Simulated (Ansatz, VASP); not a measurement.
# Two plane-wave programs on GaN

File POSCAR:

```
GaN
1.0
    3.1832778900      0.0000000000      0.0000000000
   -1.5916389400      2.7567995200      0.0000000000
    0.0000000000      0.0000000000      5.1838782400
Ga N
2 2
Direct
    0.3333333300      0.6666666700     -0.0008901400
    0.6666666700      0.3333333300      0.4991098600
    0.3333333300      0.6666666700      0.3758901400
    0.6666666700      0.3333333300      0.8758901400
```

Contents of INCAR.step1:

```
SYSTEM = GaN
  ALGO = Normal
  EDIFF = 1E-4
  ENCUT = 520
  GGA = PE
  ISMEAR = -1
  LASPH = .True.
  LCHARG = .False.
  LREAL = .False.
  LWAVE = .True.
  NELM = 60
  PREC = Accurate
  SIGMA = 0.02
```

The input INCAR.step2:

```
SYSTEM = GaN
  ALGO = Normal
  EDIFF = 1E-6
  EDIFFG = -0.01
  ENCUT = 520
  IBRION = 2
  ISIF = 2
  ISMEAR = -1
  ISTART = 1
  LASPH = .True.
  LCHARG = .False.
  LMIXTAU = .True.
  LREAL = .False.
  LWAVE = .False.
  METAGGA = R2SCAN
  NELM = 60
  NSW = 50
  PREC = Accurate
  SIGMA = 0.02
```

The input KPOINTS:

```
k-points
0
Gamma
  12 12 6
  0 0 0
```

Input for Ansatz:

```yaml
crystal:
  lattice:
    - [3.18327789, 0.0, 0.0]
    - [-1.59163894, 2.75679952, 0.0]
    - [0.0, 0.0, 5.18387824]
  atoms:
    - { symbol: Ga, position: [0.33333333, 0.66666667, -0.00089014] }
    - { symbol: Ga, position: [0.66666667, 0.33333333, 0.49910986] }
    - { symbol: "N", position: [0.33333333, 0.66666667, 0.37589014] }
    - { symbol: "N", position: [0.66666667, 0.33333333, 0.87589014] }
  symmetry: { tolerance: 0.0003 }
hamiltonian:
  xc: r2scan
  pseudopotentials: { kind: paw, azcp: { folder: soft_1 } }
basis:
  ecutwfc: 500
magnetization:
  spin_polarized: false
scf:
  occupations: { method: fermi_dirac, width: 0.02 }
kpoints:
  mp_grid: { grid: [12, 12, 6], shift: [0, 0, 0] }
  band_path:
    path:
      - [0.0, 0.0, 0.0]
      - [0.5, 0.0, 0.0]
      - [0.33333333, 0.33333333, 0.0]
      - [0.0, 0.0, 0.0]
      - [0.0, 0.0, 0.5]
      - [0.5, 0.0, 0.5]
      - [0.33333333, 0.33333333, 0.5]
      - [0.0, 0.0, 0.5]
      - [0.5, 0.0, 0.5]
      - [0.5, 0.0, 0.0]
      - [0.33333333, 0.33333333, 0.5]
    npoints: 7
output:
  forces: true
  stress: true
  eigenvalues: true
  write_potential: true
  elf: true
  volumetric_format: npy
  dos: { e_range: [-12, 8], de: 0.05 }
relax:
  max_steps: 30
```

Alike in both runs: task relaxation of the atoms; functional r2SCAN; k mesh 12 × 12 × 6; occupations fermi-dirac, width 0.02 eV; no spin polarisation.

|  | VASP | Ansatz |
| --- | --- | --- |
| version | VASP 6.6.1 | Ansatz 0.2.0 |
| potentials or method | VASP PAW PBE potentials, release 64 (Ga_d, N), cutoff 520 eV | PAW plane waves |
| valence electrons in the cell | 36 | 36 |

VASP gave:

| Property | Result |
| --- | --- |
| gap on the k mesh at the Fermi level, each at its own relaxed structure (eV) | 2.34 |

What did Ansatz give for the same quantities?

gap on the k mesh at the Fermi level, each at its own relaxed structure (eV): 2.35.

VASP's potentials were made for PBE, not for r2SCAN. Ansatz's warnings: stress scf threshold loose.

Noted on VASP's run: the relaxation stopped at its first step, so nothing moved.
